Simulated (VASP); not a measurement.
# CdF2 (Fm-3m) in VASP: notebook, part 2 of 3

VASP 6.6.1.

## 4. Single point, PBEsol

INCAR reads:

```
SYSTEM = CdF2
PREC = Accurate
ENCUT = 520
EDIFF = 1E-7
ISMEAR = 0
SIGMA = 0.025
LREAL = .FALSE.
LASPH = .TRUE.
NELM = 80
ALGO = Normal
ISIF = 2
LWAVE = .FALSE.
LCHARG = .TRUE.
GGA = PS
LELF = .TRUE.
LVHAR = .TRUE.
NBANDS = 20
```

KPOINTS reads:

```
regular mesh
0
G
  7 7 7
  0 0 0
```

POSCAR reads:

```
CdF2
1.0
    0.0000000000      2.6940000000      2.6940000000
    2.6940000000      0.0000000000      2.6940000000
    2.6940000000      2.6940000000      0.0000000000
Cd F
1 2
Direct
    0.0000000000      0.0000000000      0.0000000000
    0.7500000000      0.7500000000      0.7500000000
    0.2500000000      0.2500000000      0.2500000000
```

Potentials or basis: VASP PAW PBE potentials, release 64 (Cd, F).

Launch:

```console
cat potpaw_PBE.64/Cd/POTCAR potpaw_PBE.64/F/POTCAR > POTCAR
mpirun -np 1 vasp_std > vasp.out
```

OUTCAR:

```text
SYSTEM = CdF2
   PREC = Accurate
   ENCUT = 520
   EDIFF = 1E-7
   ISMEAR = 0
   LREAL = .FALSE.
   LASPH = .TRUE.
   NELM = 80
   ISIF = 2
   GGA = PS

 ion  position               nearest neighbor table
   1  0.000  0.000  0.000-   2 2.33   2 2.33   2 2.33   2 2.33   3 2.33   3 2.33   3 2.33   3 2.33

   2  0.750  0.750  0.750-   1 2.33   1 2.33   1 2.33   1 2.33
   3  0.250  0.250  0.250-   1 2.33   1 2.33   1 2.33   1 2.33

  LATTYP: Found a face centered cubic cell.
 ALAT       =     5.3880000000

  Lattice vectors:

 A1 = (   0.0000000000,   2.6940000000,   2.6940000000)
 A2 = (   2.6940000000,   0.0000000000,   2.6940000000)
 A3 = (   2.6940000000,   2.6940000000,   0.0000000000)

Analysis of symmetry for initial positions (statically):
=====================================================================
 Subroutine PRICEL returns:
 Original cell was already a primitive cell.

 Routine SETGRP: Setting up the symmetry group for a
 face centered cubic supercell.

 Subroutine GETGRP returns: Found 48 space group operations
 (whereof 48 operations were pure point group operations)
 out of a pool of 48 trial point group operations.

The static configuration has the point symmetry O_h .

Analysis of symmetry for dynamics (positions and initial velocities):
=====================================================================
 Subroutine PRICEL returns:
 Original cell was already a primitive cell.

 Routine SETGRP: Setting up the symmetry group for a
 face centered cubic supercell.

 Subroutine GETGRP returns: Found 48 space group operations
 (whereof 48 operations were pure point group operations)
 out of a pool of 48 trial point group operations.

The dynamic configuration has the point symmetry O_h .

 Subroutine INISYM returns: Found 48 space group operations
 (whereof 48 operations are pure point group operations),
 and found     1 'primitive' translations

----------------------------------------------------------------------------------------

                                     Primitive cell

  volume of cell :      39.1041

  direct lattice vectors                    reciprocal lattice vectors
     0.000000000  2.694000000  2.694000000    -0.185597624  0.185597624  0.185597624
     2.694000000  0.000000000  2.694000000     0.185597624 -0.185597624  0.185597624
     2.694000000  2.694000000  0.000000000     0.185597624  0.185597624 -0.185597624

  length of vectors
     3.809891337  3.809891337  3.809891337     0.321464515  0.321464515  0.321464515

  position of ions in fractional coordinates (direct lattice)
     0.000000000  0.000000000  0.000000000
     0.750000000  0.750000000  0.750000000
     0.250000000  0.250000000  0.250000000

  ion indices of the primitive-cell ions
   primitive index   ion index
                 1           1
                 2           2
                 3           3

----------------------------------------------------------------------------------------

 KPOINTS: regular mesh

Automatic generation of k-mesh.
 Grid dimensions read from file:
 generate k-points for:    7    7    7

 Generating k-lattice:

  Cartesian coordinates                     Fractional coordinates (reciprocal lattice)
    -0.026513946  0.026513946  0.026513946     0.142857143  0.000000000  0.000000000
     0.026513946 -0.026513946  0.026513946     0.000000000  0.142857143  0.000000000
     0.026513946  0.026513946 -0.026513946     0.000000000  0.000000000  0.142857143

  Length of vectors
     0.045923502  0.045923502  0.045923502

  Shift w.r.t. Gamma in fractional coordinates (k-lattice)
     0.000000000  0.000000000  0.000000000

 Subroutine IBZKPT returns following result:
 ===========================================

 Found     20 irreducible k-points:

 Following reciprocal coordinates:
            Coordinates               Weight
  0.000000  0.000000  0.000000      1.000000
  0.142857  0.000000  0.000000      8.000000
  0.285714  0.000000  0.000000      8.000000
  0.428571  0.000000  0.000000      8.000000
  0.142857  0.142857  0.000000      6.000000
  0.285714  0.142857  0.000000     24.000000
[... 12 lines left out ...]
 -0.428571  0.428571  0.142857     24.000000
 -0.285714  0.428571  0.142857     24.000000
   k-points           NKPTS =     20   k-points in BZ     NKDIM =     20   number of bands    NBANDS=     20
   number of dos      NEDOS =    301   number of ions     NIONS =      3
   total plane-waves  NPLWV =  21952
   dimension x,y,z NGX =    28 NGY =   28 NGZ =   28
   dimension x,y,z NGXF=    56 NGYF=   56 NGZF=   56
   ions per type =               1   2
   NGX,Y,Z   is equivalent  to a cutoff of  12.22, 12.22, 12.22 a.u.
   NGXF,Y,Z  is equivalent  to a cutoff of  24.44, 24.44, 24.44 a.u.
 SYSTEM =  CdF2
   PREC   = accura    normal or accurate (medium, high low for compatibility)
   ISTART =      0    job   : 0-new  1-cont  2-samecut
   ICHARG =      2    charge: 1-file 2-atom 10-const
   ISPIN  =      1    spin polarized calculation?
   LNONCOLLINEAR =      F non collinear calculations
   LSORBIT =      F    spin-orbit coupling
   LASPH  =      T    aspherical Exc in radial PAW
   ENCUT  =  520.0 eV  38.22 Ry    6.18 a.u.   7.08  7.08  7.08*2*pi/ulx,y,z
   NELM   =     80;   NELMIN=  2; NELMDL= -5     # of ELM steps
   EDIFF  = 0.1E-06   stopping-criterion for ELM
   LREAL  =      F    real-space projection
   EDIFFG = 0.1E-05   stopping-criterion for IOM
   NSW    =      0    number of steps for IOM
   IBRION =     -1    ionic relax: 0-MD 1-quasi-New 2-CG
   NFREE  =      0    steps in history (QN), initial steepest desc. (CG)
   ISIF   =      2    stress and relaxation
   ISYM   =      2    0-nonsym 1-usesym 2-fastsym
   POTIM  = 0.5000    time-step for ionic-motion
   TEBEG  =    0.0;   TEEND  =   0.0 temperature during run
   PSTRESS=    0.0 pullay stress
   NELECT =      26.0000    total number of electrons
   NUPDOWN=      -1.0000    fix difference up-down
   EMIN   =  10.00;   EMAX   =-10.00  energy-range for DOS
   EFERMI =   0.00;   METHOD = LEGACY
   ISMEAR =     0;   SIGMA  =   0.03  broadening in eV -4-tet -1-fermi 0-gaus
   EFERMI_NEDOS =   21; number of points for ismear=-14 and -15
   IALGO  =     38    algorithm
   IMIX   =      4    mixing-type and parameters
     AMIX     =   0.40;   BMIX     =  1.00
     AMIX_MAG =   1.60;   BMIX_MAG =  1.00
  volume/ion in A,a.u.               =      13.03        87.96
  Fermi-wavevector in a.u.,A,eV,Ry     =   1.428867  2.700166 27.778468  2.041660
  Thomas-Fermi vector in A             =   2.548882
   LORBIT       =      0    0 simple, 1 ext, 2 COOP (PROOUT), +10 PAW based schemes
   GGA     = PS    functional components
   LHFCALC =     F    Hartree Fock is set to
   AEXX    =    0.0000 exact exchange contribution
   IVDW    =     0    specifies the selected vdW correction
   LEPSILON=     F    determine dielectric tensor
   LRPA    =     F    only Hartree local field effects (RPA)
 non-spin polarized calculation
 Gauss-broadening in eV      SIGMA  =   0.03
  energy-cutoff  :      520.00
  volume of cell :       39.10
 maximum number of plane-waves:      1067
   NGX = 15   NGY = 15   NGZ = 15

 number of electron      25.9999990 magnetization

 Free energy of the ion-electron system (eV)
  ---------------------------------------------------
  ext. energy  EPLUGINS =         0.00000000
  ---------------------------------------------------
  free energy    TOTEN  =       -11.59305264 eV

  energy without entropy =      -11.59305264  energy(sigma->0) =      -11.59305264

 E-fermi :  -1.3860     XC(G=0): -10.7080

 val. band max:       -1.5026612535   @ k =  -0.2857   0.4286   0.1429
 cond. band min:       1.4596899189   @ k =   0.0000   0.0000   0.0000
 fundamental gap:      2.9623511724
 Fermi energy:        -1.3860210972

 k-point     1 :       0.0000    0.0000    0.0000
  band No.  band energies     occupation
      1     -22.1605      2.00000
      2     -21.0249      2.00000
      3      -7.0716      2.00000
      4      -7.0716      2.00000
      5      -7.0716      2.00000
      6      -5.8198      2.00000
[... 12 lines left out ...]
     19      18.2283      0.00000
     20      18.2283      0.00000
[... 415 lines left out ...]
 k-point    20 :      -0.2857    0.4286    0.1429
  band No.  band energies     occupation
      1     -21.5607      2.00000
      2     -21.5338      2.00000
      3      -6.5459      2.00000
      4      -6.1818      2.00000
      5      -6.0543      2.00000
      6      -5.8894      2.00000
[... 12 lines left out ...]
     19      17.7499      0.00000
     20      19.7157      0.00000

------------------------ aborting loop because EDIFF is reached ----------------------------------------

  FORCE on cell =-STRESS in cart. coord.  units (eV):
  Direction    XX          YY          ZZ          XY          YZ          ZX
  --------------------------------------------------------------------------------------
  -------------------------------------------------------------------------------------
  Total        0.1297566      0.1297566      0.1297566      0.0000000     -0.0000000     -0.0000000
  in kB        5.3163965      5.3163965      5.3163965      0.0000000     -0.0000000     -0.0000000
  external PRESSURE =       5.3163965 kB  Pullay stress =       0.0000000 kB

 VOLUME and BASIS-vectors are now :
 -----------------------------------------------------------------------------
  energy-cutoff  :      520.00
  volume of cell :       39.10
      direct lattice vectors                 reciprocal lattice vectors
     0.000000000  2.694000000  2.694000000    -0.185597624  0.185597624  0.185597624
     2.694000000  0.000000000  2.694000000     0.185597624 -0.185597624  0.185597624
     2.694000000  2.694000000  0.000000000     0.185597624  0.185597624 -0.185597624

 POSITION                                       TOTAL-FORCE (eV/Angst)
 -----------------------------------------------------------------------------------
      0.00000      0.00000      0.00000         0.000000      0.000000     -0.000000
      4.04100      4.04100      4.04100        -0.000000     -0.000000     -0.000000
      1.34700      1.34700      1.34700         0.000000      0.000000      0.000000
 -----------------------------------------------------------------------------------
    total drift:                                0.000000      0.000000      0.000000

  FREE ENERGIE OF THE ION-ELECTRON SYSTEM (eV)
  ---------------------------------------------------
  free  energy   TOTEN  =       -11.5930526413 eV

  energy  without entropy=      -11.5930526413  energy(sigma->0) =      -11.59305264
```

stdout:

```text
POSCAR found type information on POSCAR CdF
 POSCAR found :  2 types and       3 ions
 scaLAPACK will be used
 -----------------------------------------------------------------------------
|                                                                             |
|                                                                             |
|     You enforced a specific xc type in the INCAR file but a different       |
|     I HOPE YOU KNOW WHAT YOU ARE DOING!                                     |
|                                                                             |
 -----------------------------------------------------------------------------

 LDA part: xc-table for (Slater+PW92), standard interpolation
 POSCAR, INCAR and KPOINTS ok, starting setup
 FFT: planning ... GRIDC
 FFT: planning ... GRID_SOFT
 FFT: planning ... GRID
 WAVECAR not read
 entering main loop
```

Run time: 21 s. Hardware: 1 thread of AMD EPYC 7R43 (Zen 3), shared host; peak memory 0.12 GiB.

What came out:

| Quantity | Value |
| --- | --- |
| Free energy | -11.5931 eV |
| Pressure | 0.5 GPa |
| Band gap on the k mesh | 2.96 eV (least direct gap 3.39 eV) |

Caveat: the PAW data sets were made with another functional, which shifts forces and pressure a little; an odd mesh through Γ misses points on the zone boundary, where band edges can lie.

## 5. Single point, PBEsol

INCAR reads:

```
PREC = Accurate
ENCUT = 520
EDIFF = 1E-6
ISMEAR = 0
SIGMA = 0.01
LREAL = F
LASPH = T
NELM = 80
ALGO = Normal
ISIF = 2
LWAVE = F
LCHARG = F
GGA = PS
NBANDS = 20
```

KPOINTS reads:

```
Automatic mesh
0
Gamma
  7 7 7
```

POSCAR is that of step 4.

Potentials or basis: VASP PAW PBE potentials, release 64 (Cd, F).

Launch:

```console
cat potpaw_PBE.64/Cd/POTCAR potpaw_PBE.64/F/POTCAR > POTCAR
mpirun -np 1 vasp_std > vasp.out
```

OUTCAR:

```text
PREC = Accurate
   ENCUT = 520
   EDIFF = 1E-6
   ISMEAR = 0
   LREAL = F
   LASPH = T
   NELM = 80
   ISIF = 2
   GGA = PS

 ion  position               nearest neighbor table
   1  0.000  0.000  0.000-   2 2.33   2 2.33   2 2.33   2 2.33   3 2.33   3 2.33   3 2.33   3 2.33

   2  0.750  0.750  0.750-   1 2.33   1 2.33   1 2.33   1 2.33
   3  0.250  0.250  0.250-   1 2.33   1 2.33   1 2.33   1 2.33

  LATTYP: Found a face centered cubic cell.
 ALAT       =     5.3880000000

  Lattice vectors:

 A1 = (   0.0000000000,   2.6940000000,   2.6940000000)
 A2 = (   2.6940000000,   0.0000000000,   2.6940000000)
 A3 = (   2.6940000000,   2.6940000000,   0.0000000000)

Analysis of symmetry for initial positions (statically):
=====================================================================
 Subroutine PRICEL returns:
 Original cell was already a primitive cell.

 Routine SETGRP: Setting up the symmetry group for a
 face centered cubic supercell.

 Subroutine GETGRP returns: Found 48 space group operations
 (whereof 48 operations were pure point group operations)
 out of a pool of 48 trial point group operations.

The static configuration has the point symmetry O_h .

Analysis of symmetry for dynamics (positions and initial velocities):
=====================================================================
 Subroutine PRICEL returns:
 Original cell was already a primitive cell.

 Routine SETGRP: Setting up the symmetry group for a
 face centered cubic supercell.

 Subroutine GETGRP returns: Found 48 space group operations
 (whereof 48 operations were pure point group operations)
 out of a pool of 48 trial point group operations.

The dynamic configuration has the point symmetry O_h .

 Subroutine INISYM returns: Found 48 space group operations
[... 106 lines left out ...]
   NUPDOWN=      -1.0000    fix difference up-down
   EMIN   =  10.00;   EMAX   =-10.00  energy-range for DOS
   EFERMI =   0.00;   METHOD = LEGACY
   ISMEAR =     0;   SIGMA  =   0.01  broadening in eV -4-tet -1-fermi 0-gaus
   EFERMI_NEDOS =   21; number of points for ismear=-14 and -15
   IALGO  =     38    algorithm
   IMIX   =      4    mixing-type and parameters
     AMIX     =   0.40;   BMIX     =  1.00
     AMIX_MAG =   1.60;   BMIX_MAG =  1.00
  volume/ion in A,a.u.               =      13.03        87.96
  Fermi-wavevector in a.u.,A,eV,Ry     =   1.428867  2.700166 27.778468  2.041660
  Thomas-Fermi vector in A             =   2.548882
   LORBIT       =      0    0 simple, 1 ext, 2 COOP (PROOUT), +10 PAW based schemes
   GGA     = PS    functional components
   LHFCALC =     F    Hartree Fock is set to
   AEXX    =    0.0000 exact exchange contribution
   IVDW    =     0    specifies the selected vdW correction
   LEPSILON=     F    determine dielectric tensor
   LRPA    =     F    only Hartree local field effects (RPA)
 non-spin polarized calculation
 Gauss-broadening in eV      SIGMA  =   0.01
  energy-cutoff  :      520.00
  volume of cell :       39.10
 maximum number of plane-waves:      1067
   NGX = 15   NGY = 15   NGZ = 15

 number of electron      25.9999990 magnetization

 Free energy of the ion-electron system (eV)
  ---------------------------------------------------
  ext. energy  EPLUGINS =         0.00000000
  ---------------------------------------------------
  free energy    TOTEN  =       -11.59305264 eV

  energy without entropy =      -11.59305264  energy(sigma->0) =      -11.59305264

 E-fermi :  -1.3860     XC(G=0): -10.7080

 val. band max:       -1.5026612535   @ k =  -0.2857   0.4286   0.1429
 cond. band min:       1.4596899190   @ k =   0.0000   0.0000   0.0000
 fundamental gap:      2.9623511724
 Fermi energy:        -1.3860210973

 k-point     1 :       0.0000    0.0000    0.0000
  band No.  band energies     occupation
      1     -22.1605      2.00000
      2     -21.0249      2.00000
      3      -7.0716      2.00000
      4      -7.0716      2.00000
      5      -7.0716      2.00000
      6      -5.8198      2.00000
[... 449 lines left out ...]
     19      17.7499      0.00000
     20      19.7157      0.00000

------------------------ aborting loop because EDIFF is reached ----------------------------------------

  FORCE on cell =-STRESS in cart. coord.  units (eV):
  Direction    XX          YY          ZZ          XY          YZ          ZX
  --------------------------------------------------------------------------------------
  -------------------------------------------------------------------------------------
  Total        0.1295474      0.1295474      0.1295474      0.0000000      0.0000000      0.0000000
  in kB        5.3078259      5.3078259      5.3078259      0.0000000      0.0000000      0.0000000
  external PRESSURE =       5.3078259 kB  Pullay stress =       0.0000000 kB

 VOLUME and BASIS-vectors are now :
 -----------------------------------------------------------------------------
  energy-cutoff  :      520.00
  volume of cell :       39.10
      direct lattice vectors                 reciprocal lattice vectors
     0.000000000  2.694000000  2.694000000    -0.185597624  0.185597624  0.185597624
     2.694000000  0.000000000  2.694000000     0.185597624 -0.185597624  0.185597624
     2.694000000  2.694000000  0.000000000     0.185597624  0.185597624 -0.185597624

 POSITION                                       TOTAL-FORCE (eV/Angst)
 -----------------------------------------------------------------------------------
      0.00000      0.00000      0.00000         0.000000      0.000000     -0.000000
      4.04100      4.04100      4.04100        -0.000000      0.000000     -0.000000
      1.34700      1.34700      1.34700        -0.000000     -0.000000      0.000000
 -----------------------------------------------------------------------------------
    total drift:                                0.000000      0.000000      0.000000

  FREE ENERGIE OF THE ION-ELECTRON SYSTEM (eV)
  ---------------------------------------------------
  free  energy   TOTEN  =       -11.5930526409 eV

  energy  without entropy=      -11.5930526409  energy(sigma->0) =      -11.59305264
```

Wall time 17 s (1 thread of AMD EPYC 7R43 (Zen 3), shared host); peak memory 0.13 GiB.

What came out:

* Free energy: -11.5931 eV
* Pressure: 0.5 GPa
* Band gap on the k mesh: 2.96 eV (least direct gap 3.39 eV)

Caveat: the PAW data sets were made with another functional, which shifts forces and pressure a little; an odd mesh through Γ misses points on the zone boundary, where band edges can lie.

(Part 2 of 3 ends here.)
